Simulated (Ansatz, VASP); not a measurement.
CO2 in VASP and in Ansatz

INCAR

```
PREC = Accurate
ENCUT = 600
EDIFF = 1E-7
ISMEAR = 0
SIGMA = 0.1
LREAL = F
LASPH = T
NELM = 60
ALGO = Normal
ISIF = 3
LWAVE = F
LCHARG = F
GGA = PE
IVDW = 12
IBRION = 2
NSW = 100
EDIFFG = -0.05
```

The input KPOINTS:

```
regular mesh
0
Gamma
  4 4 4
```

Contents of POSCAR:

```
CO2
1.0
    5.6300000000      0.0000000000      0.0000000000
    0.0000000000      5.6300000000      0.0000000000
    0.0000000000      0.0000000000      5.6300000000
C O
4 8
Direct
    0.0000000000      0.0000000000      0.0000000000
    0.5000000000      0.0000000000      0.5000000000
    0.5000000000      0.5000000000      0.0000000000
    0.0000000000      0.5000000000      0.5000000000
    0.1080000000      0.1080000000      0.1080000000
    0.3920000000      0.8920000000      0.6080000000
    0.6080000000      0.3920000000      0.8920000000
    0.8920000000      0.6080000000      0.3920000000
    0.8920000000      0.8920000000      0.8920000000
    0.6080000000      0.1080000000      0.3920000000
    0.3920000000      0.6080000000      0.1080000000
    0.1080000000      0.3920000000      0.6080000000
```

Input for Ansatz:

```yaml
crystal:
  lattice:
    - [5.63, 0.0, 0.0]
    - [0.0, 5.63, 0.0]
    - [0.0, 0.0, 5.63]
  atoms:
    - { symbol: C, position: [0.0, 0.0, 0.0] }
    - { symbol: C, position: [0.5, 0.0, 0.5] }
    - { symbol: C, position: [0.5, 0.5, 0.0] }
    - { symbol: C, position: [0.0, 0.5, 0.5] }
    - { symbol: O, position: [0.108, 0.108, 0.108] }
    - { symbol: O, position: [0.392, 0.892, 0.608] }
    - { symbol: O, position: [0.608, 0.392, 0.892] }
    - { symbol: O, position: [0.892, 0.608, 0.392] }
    - { symbol: O, position: [0.892, 0.892, 0.892] }
    - { symbol: O, position: [0.608, 0.108, 0.392] }
    - { symbol: O, position: [0.392, 0.608, 0.108] }
    - { symbol: O, position: [0.108, 0.392, 0.608] }
basis:
  ecutwfc: 420
kpoints:
  mp_grid: { grid: [4, 4, 4] }
hamiltonian:
  xc: pbe
  dispersion: d3bj
  pseudopotentials: { kind: paw }
scf:
  occupations: { method: gaussian, width: 0.1 }
output:
  forces: true
  stress: true
  eigenvalues: true
relax:
  adjacent_minimum: "off"
  f_tol: 0.05
  max_steps: 80
  cell: { stress_tol: 0.5 }
```

Alike in both runs: task relaxation of cell and atoms; functional PBE; dispersion D3(BJ); k mesh 4 × 4 × 4; occupations gaussian, width 0.1 eV; no spin polarisation.

|  | VASP | Ansatz |
| --- | --- | --- |
| version | VASP 6.6.1 | Ansatz 0.2.0 |
| potentials or method | VASP PAW PBE potentials, release 64 (C, O), cutoff 600 eV | scalar-relativistic, plane waves, PAW |
| valence electrons in the cell | 64 | 64 |

Ansatz gave:

| Item | Value |
| --- | --- |
| gap on the k mesh at the Fermi level, each at its own relaxed structure (eV) | 6.76 |
| relaxed volume (Å³/atom) | 15.20 |
| relaxed length of the cell vector where the two differ most in proportion (Å) | 5.671 |

Q: Which values does VASP return?

A: gap on the k mesh at the Fermi level, each at its own relaxed structure (eV): 6.70; relaxed volume (Å³/atom): 15.02; relaxed length of the cell vector where the two differ most in proportion (Å): 5.649.

Noted on VASP's run: the standard files for N, O and F lose accuracy on very short bonds.
